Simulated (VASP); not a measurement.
# In (Pm-3m) in VASP: further runs

In is run at these levels: revPBE; tasks: single point, relaxation of cell and atoms.

Everything below comes from runs of VASP 6.6.1. Logs are shortened: lines on timing, memory, paths and dates and some standing lists are left out, and cuts for length are marked.

## 1. The cell of the first run

It takes space group Pm-3m (No. 221, cubic). The conventional cell has a = 3.247 Å, b = 3.247 Å, c = 3.247 Å, α = 90.00°, β = 90.00°, γ = 90.00°. Within 4.3 Å of In (site symmetry m-3m) lie 6 In at 3.25 Å.

## 2. Single point, revPBE (volume scaled by 1.12)

INCAR reads:

```
ALGO = Normal
EDIFF = 1E-6
ENCUT = 520
GGA = RE
ISIF = 2
ISMEAR = -1
LASPH = T
LCHARG = F
LREAL = F
LWAVE = F
NBANDS = 12
NELM = 60
PREC = Accurate
SIGMA = 0.1
```

KPOINTS reads:

```
k-points
0
Gamma
  11 11 11
```

POSCAR reads:

```
In
1.0
    3.2466246840      0.0000000000      0.0000000000
    0.0000000000      3.2466246840      0.0000000000
    0.0000000000      0.0000000000      3.2466246840
In
1
Direct
    0.0000000000      0.0000000000      0.0000000000
```

Potentials or basis: VASP PAW PBE potentials, release 64 (In_d).

The run is started by

```
$ cat potpaw_PBE.64/In_d/POTCAR > POTCAR
$ mpirun -np 1 vasp_std > vasp.out
```

OUTCAR:

```text
EDIFF = 1E-6
   ENCUT = 520
   GGA = RE
   ISIF = 2
   ISMEAR = -1
   LASPH = T
   LREAL = F
   NELM = 60
   PREC = Accurate

 ion  position               nearest neighbor table
   1  0.000  0.000  0.000-

  LATTYP: Found a simple cubic cell.
 ALAT       =     3.2466246840

  Lattice vectors:

 A1 = (   3.2466246840,   0.0000000000,   0.0000000000)
 A2 = (   0.0000000000,   3.2466246840,   0.0000000000)
 A3 = (   0.0000000000,   0.0000000000,   3.2466246840)

Analysis of symmetry for initial positions (statically):
=====================================================================
 Subroutine PRICEL returns:
 Original cell was already a primitive cell.

 Routine SETGRP: Setting up the symmetry group for a
 simple cubic supercell.

 Subroutine GETGRP returns: Found 48 space group operations
 (whereof 48 operations were pure point group operations)
 out of a pool of 48 trial point group operations.

The static configuration has the point symmetry O_h .

Analysis of symmetry for dynamics (positions and initial velocities):
=====================================================================
 Subroutine PRICEL returns:
 Original cell was already a primitive cell.

 Routine SETGRP: Setting up the symmetry group for a
 simple cubic supercell.

 Subroutine GETGRP returns: Found 48 space group operations
 (whereof 48 operations were pure point group operations)
 out of a pool of 48 trial point group operations.

The dynamic configuration has the point symmetry O_h .

 Subroutine INISYM returns: Found 48 space group operations
 (whereof 48 operations are pure point group operations),
 and found     1 'primitive' translations

----------------------------------------------------------------------------------------

                                     Primitive cell

  volume of cell :      34.2213

  direct lattice vectors                    reciprocal lattice vectors
     3.246624684  0.000000000  0.000000000     0.308012196  0.000000000  0.000000000
     0.000000000  3.246624684  0.000000000     0.000000000  0.308012196  0.000000000
     0.000000000  0.000000000  3.246624684     0.000000000  0.000000000  0.308012196

  length of vectors
     3.246624684  3.246624684  3.246624684     0.308012196  0.308012196  0.308012196

  position of ions in fractional coordinates (direct lattice)
     0.000000000  0.000000000  0.000000000

  ion indices of the primitive-cell ions
   primitive index   ion index
                 1           1

----------------------------------------------------------------------------------------

 KPOINTS: k-points

Automatic generation of k-mesh.
 Grid dimensions read from file:
 generate k-points for:   11   11   11

 Generating k-lattice:

  Cartesian coordinates                     Fractional coordinates (reciprocal lattice)
     0.028001109  0.000000000  0.000000000     0.090909091  0.000000000  0.000000000
     0.000000000  0.028001109  0.000000000     0.000000000  0.090909091  0.000000000
     0.000000000  0.000000000  0.028001109     0.000000000  0.000000000  0.090909091

  Length of vectors
     0.028001109  0.028001109  0.028001109

  Shift w.r.t. Gamma in fractional coordinates (k-lattice)
     0.000000000  0.000000000  0.000000000

 Subroutine IBZKPT returns following result:
 ===========================================

 Found     56 irreducible k-points:

 Following reciprocal coordinates:
            Coordinates               Weight
  0.000000  0.000000  0.000000      1.000000
  0.090909  0.000000  0.000000      6.000000
  0.181818  0.000000  0.000000      6.000000
  0.272727  0.000000  0.000000      6.000000
  0.363636  0.000000  0.000000      6.000000
  0.454545  0.000000  0.000000      6.000000
[... 16 lines left out ...]
  0.181818  0.090909  0.090909     24.000000
  0.272727  0.090909  0.090909     24.000000
 [... further k-points ...]
   k-points           NKPTS =     56   k-points in BZ     NKDIM =     56   number of bands    NBANDS=     12
   number of dos      NEDOS =    301   number of ions     NIONS =      1
   total plane-waves  NPLWV =  13824
   dimension x,y,z NGX =    24 NGY =   24 NGZ =   24
   dimension x,y,z NGXF=    48 NGYF=   48 NGZF=   48
   ions per type =               1
   NGX,Y,Z   is equivalent  to a cutoff of  12.29, 12.29, 12.29 a.u.
   NGXF,Y,Z  is equivalent  to a cutoff of  24.58, 24.58, 24.58 a.u.
 SYSTEM =  unknown system
   PREC   = accura    normal or accurate (medium, high low for compatibility)
   ISTART =      0    job   : 0-new  1-cont  2-samecut
   ICHARG =      2    charge: 1-file 2-atom 10-const
   ISPIN  =      1    spin polarized calculation?
   LNONCOLLINEAR =      F non collinear calculations
   LSORBIT =      F    spin-orbit coupling
   LASPH  =      T    aspherical Exc in radial PAW
   ENCUT  =  520.0 eV  38.22 Ry    6.18 a.u.   6.04  6.04  6.04*2*pi/ulx,y,z
   NELM   =     60;   NELMIN=  2; NELMDL= -5     # of ELM steps
   EDIFF  = 0.1E-05   stopping-criterion for ELM
   LREAL  =      F    real-space projection
   EDIFFG = 0.1E-04   stopping-criterion for IOM
   NSW    =      0    number of steps for IOM
   IBRION =     -1    ionic relax: 0-MD 1-quasi-New 2-CG
   NFREE  =      0    steps in history (QN), initial steepest desc. (CG)
   ISIF   =      2    stress and relaxation
   ISYM   =      2    0-nonsym 1-usesym 2-fastsym
   POTIM  = 0.5000    time-step for ionic-motion
   TEBEG  =    0.0;   TEEND  =   0.0 temperature during run
   PSTRESS=    0.0 pullay stress
   NELECT =      13.0000    total number of electrons
   NUPDOWN=      -1.0000    fix difference up-down
   EMIN   =  10.00;   EMAX   =-10.00  energy-range for DOS
   EFERMI =   0.00;   METHOD = LEGACY
   ISMEAR =    -1;   SIGMA  =   0.10  broadening in eV -4-tet -1-fermi 0-gaus
   EFERMI_NEDOS =   21; number of points for ismear=-14 and -15
   IALGO  =     38    algorithm
   IMIX   =      4    mixing-type and parameters
     AMIX     =   0.40;   BMIX     =  1.00
     AMIX_MAG =   1.60;   BMIX_MAG =  1.00
  volume/ion in A,a.u.               =      34.22       230.94
  Fermi-wavevector in a.u.,A,eV,Ry     =   1.185652  2.240557 19.126667  1.405770
  Thomas-Fermi vector in A             =   2.321841
   LORBIT       =      0    0 simple, 1 ext, 2 COOP (PROOUT), +10 PAW based schemes
   GGA     = RE    functional components
   LHFCALC =     F    Hartree Fock is set to
   AEXX    =    0.0000 exact exchange contribution
   IVDW    =     0    specifies the selected vdW correction
   LEPSILON=     F    determine dielectric tensor
   LRPA    =     F    only Hartree local field effects (RPA)
 non-spin polarized calculation
  energy-cutoff  :      520.00
  volume of cell :       34.22
 maximum number of plane-waves:       937
   NGX = 13   NGY = 13   NGZ = 13

 number of electron      12.9999990 magnetization

 Free energy of the ion-electron system (eV)
  ---------------------------------------------------
  ext. energy  EPLUGINS =         0.00000000
  ---------------------------------------------------
  free energy    TOTEN  =        -2.14753406 eV

  energy without entropy =       -2.12580525  energy(sigma->0) =       -2.13666966

 E-fermi :   4.8643     XC(G=0):  -8.8817

 val. band max:        4.8381369382   @ k =   0.3636   0.2727   0.0909
 cond. band min:       4.8764974605   @ k =   0.4545   0.4545   0.0909
 fundamental gap:      0.0383605223
 Fermi energy:         4.8642971968

 k-point     1 :       0.0000    0.0000    0.0000
  band No.  band energies     occupation
      1      -9.9338      2.00000
      2      -9.9338      2.00000
      3      -9.4976      2.00000
      4      -9.4976      2.00000
      5      -9.4976      2.00000
      6      -3.1761      2.00000
      7      11.2274      0.00000
      8      11.2274      0.00000
      9      11.2274      0.00000
     10      14.1979      0.00000
     11      14.1979      0.00000
     12      14.8332      0.00000

 k-point     2 :       0.0909    0.0000    0.0000
  band No.  band energies     occupation
      1      -9.9318      2.00000
      2      -9.9078      2.00000
      3      -9.5070      2.00000
      4      -9.5070      2.00000
      5      -9.4968      2.00000
      6      -3.0568      2.00000
      7       9.7855      0.00000
      8      11.3582      0.00000
      9      11.3582      0.00000
     10      14.2846      0.00000
     11      14.6525      0.00000
     12      16.0842      0.00000

 k-point     3 :       0.1818    0.0000    0.0000
  band No.  band energies     occupation
      1      -9.9264      2.00000
      2      -9.8382      2.00000
      3      -9.5322      2.00000
      4      -9.5322      2.00000
      5      -9.4947      2.00000
      6      -2.6983      2.00000
      7       7.6040      0.00000
      8      11.7379      0.00000
      9      11.7379      0.00000
     10      14.5461      0.00000
     11      14.9293      0.00000
     12      18.7635      0.00000
[... 286 lines left out ...]
 k-point    23 :       0.1818    0.0909    0.0909
  band No.  band energies     occupation
      1      -9.8863      2.00000
      2      -9.8205      2.00000
      3      -9.5430      2.00000
      4      -9.5413      2.00000
      5      -9.5136      2.00000
      6      -2.4605      2.00000
      7       7.8386      0.00000
      8      10.3148      0.00000
      9      10.4925      0.00000
     10      16.2922      0.00000
     11      16.5430      0.00000
     12      18.7603      0.00000

 k-point    24 :       0.2727    0.0909    0.0909
  band No.  band energies     occupation
      1      -9.8794      2.00000
      2      -9.7280      2.00000
      3      -9.5772      2.00000
      4      -9.5750      2.00000
      5      -9.5106      2.00000
      6      -1.8674      2.00000
      7       5.7657      0.00024
      8      10.8806      0.00000
      9      11.0734      0.00000
     10      16.6217      0.00000
     11      16.6377      0.00000
     12      18.5008      0.00000

 [... further k-points ...]
[... 5 lines left out ...]
  --------------------------------------------------------------------------------------
  -------------------------------------------------------------------------------------
  Total       -0.4704955     -0.4704955     -0.4704955      0.0000000     -0.0000000      0.0000000
  in kB      -22.0277345    -22.0277345    -22.0277345      0.0000000     -0.0000000      0.0000000
  external PRESSURE =     -22.0277345 kB  Pullay stress =       0.0000000 kB

 VOLUME and BASIS-vectors are now :
 -----------------------------------------------------------------------------
  energy-cutoff  :      520.00
  volume of cell :       34.22
      direct lattice vectors                 reciprocal lattice vectors
     3.246624684  0.000000000  0.000000000     0.308012196  0.000000000  0.000000000
     0.000000000  3.246624684  0.000000000     0.000000000  0.308012196  0.000000000
     0.000000000  0.000000000  3.246624684     0.000000000  0.000000000  0.308012196

 POSITION                                       TOTAL-FORCE (eV/Angst)
 -----------------------------------------------------------------------------------
      0.00000      0.00000      0.00000         0.000000      0.000000      0.000000
 -----------------------------------------------------------------------------------
    total drift:                                0.000000     -0.000000      0.000000

  FREE ENERGIE OF THE ION-ELECTRON SYSTEM (eV)
  ---------------------------------------------------
  free  energy   TOTEN  =        -2.1475340588 eV

  energy  without entropy=       -2.1258052518  energy(sigma->0) =       -2.13666966
```

It took 8.3 s on 1 thread of Intel Xeon Platinum 8559C (Emerald Rapids), shared host; peak memory 0.12 GiB.

What came out:

```yaml
Free_energy: -2.1475 eV
Pressure: -2.2 GPa
```

Caveat: the cell differs from its parent crystal (volume scaled by 1.12); the PAW data sets were made with another functional, which shifts forces and pressure a little; spin-orbit coupling is left out, which moves the levels of the heavy elements.

## 3. Relaxation of cell and atoms, revPBE

This run uses another cell than the first one, of 28.24 Å³/atom, 0.825 times its volume.

INCAR reads:

```
SYSTEM = In
PREC     = Accurate       ! precision mode
ENCUT    = 600            ! plane-wave cutoff, eV
EDIFF    = 1E-7           ! SCF threshold, eV
ISMEAR   = -1             ! smearing method
SIGMA    = 0.1            ! smearing width, eV
LREAL    = .False.        ! projectors in reciprocal space
LASPH    = .True.         ! aspherical terms in the spheres
NELM     = 100            ! most SCF steps
ALGO     = Normal         ! electronic algorithm
ISIF     = 3              ! what is computed and relaxed
LWAVE    = .False.        ! write WAVECAR
LCHARG   = .False.        ! write CHGCAR
GGA      = RE             ! functional
IBRION   = 2              ! ionic algorithm
NSW      = 80             ! ionic steps
EDIFFG   = -0.01          ! ionic threshold
```

KPOINTS reads:

```
regular mesh
0
Gamma
  10 10 10
  0 0 0
```

POSCAR reads:

```
In
1.0
    3.0450626401      0.0000000000      0.0000000000
    0.0000000000      3.0450626401      0.0000000000
    0.0000000000      0.0000000000      3.0450626401
In
1
Direct
    0.0000000000      0.0000000000      0.0000000000
```

Potentials or basis: VASP PAW PBE potentials, release 64 (In_d).

The run is started by

```
$ cat potpaw_PBE.64/In_d/POTCAR > POTCAR
$ mpirun -np 1 vasp_std > vasp.out
```

Run time: 16 s. Hardware: 1 thread of Intel Xeon Platinum 8559C (Emerald Rapids), shared host; peak memory 0.13 GiB.

Results (log left out):

| Item | Value |
| --- | --- |
| Free energy | -2.1768 eV |
| Relaxed volume | 30.60 Å³/atom |
| Relaxed cell | a = 3.128 Å, b = 3.128 Å, c = 3.128 Å, α = 90.00°, β = 90.00°, γ = 90.00° |
| Space group after relaxing (to 0.05 Å) | Pm-3m (No. 221) |
| Energy gained by relaxing | 19.2 meV/atom |
| Ionic steps | 3 |
| Pressure after relaxing | 0.0 GPa |

Step by step:
```csv
step,energy change (eV),largest force (eV/Å),pressure (GPa),volume (Å³)
1,0.0000,0.0000,2.81,28.24
2,-0.0190,0.0000,0.27,30.31
3,-0.0192,0.0000,-0.02,30.60
```

Final structure:
```
In
1.0
     3.12767    0.00000    0.00000
     0.00000    3.12767    0.00000
     0.00000    0.00000    3.12767
In
1
Direct
  0.00000 0.00000 0.00000
```

Levels at points of the mesh, in eV from the Fermi level:
| k point | band 4 | band 5 | band 6 | band 7 | band 8 | band 9 |
| --- | --- | --- | --- | --- | --- | --- |
| (0.00, 0.00, 0.00) | -14.36 | -14.36 | -8.65 | 6.88 | 6.88 | 6.88 |
| (0.50, 0.00, 0.00) | -14.52 | -14.35 | -5.35 | -3.15 | 9.68 | 9.68 |
| (0.50, 0.50, 0.00) | -14.50 | -14.19 | -1.90 | -0.57 | -0.57 | 3.77 |
| (0.50, 0.50, 0.50) | -14.18 | -14.18 | 1.94 | 1.94 | 1.94 | 2.10 |

Caveat: the PAW data sets were made with another functional, which shifts forces and pressure a little; spin-orbit coupling is left out, which moves the levels of the heavy elements.
